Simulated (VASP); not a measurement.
Crystal: WS2 (Tungstenite).

```xyz
3
Lattice="1.5859 0.9156 6.2375 -1.5859 0.9156 6.2375 0.0000 -1.8312 6.2375" Properties=species:S:1:pos:R:3 pbc="T T T"
W     0.0000    0.0000    0.0125
S     0.0000    0.0000    4.6885
S     0.0000    0.0000    7.8120
```

Base run:

- Program: VASP 6.6.1
- Functional: r2SCAN
- Potentials or basis: VASP PAW PBE potentials, release 64 (W_sv, S)
- Cutoff: 520 eV
- k mesh: 8 × 8 × 8
- Occupations: gaussian, width 0.01 eV
- Spin: no spin polarisation

Its results: band gap on the k mesh 1.35 eV, indirect (least direct gap 2.40 eV); pressure 1.4 GPa; largest force 0.031 eV/Å.

Task: The run is repeated on the same cell with these changes: functional from r2SCAN to PBE. What comes out?

Result: Band gap on the k mesh 1.24 eV, indirect (least direct gap 2.26 eV); pressure 3.2 GPa; largest force 0.197 eV/Å.

r2SCAN gives the wider gap, since meta-GGAs in the generalised Kohn-Sham scheme recover part of the derivative discontinuity.

Caveats: spin-orbit coupling is left out, which moves the levels of the heavy elements; the PAW data sets were made with another functional, which shifts forces and pressure a little (some runs).

A k mesh can miss the band edges.
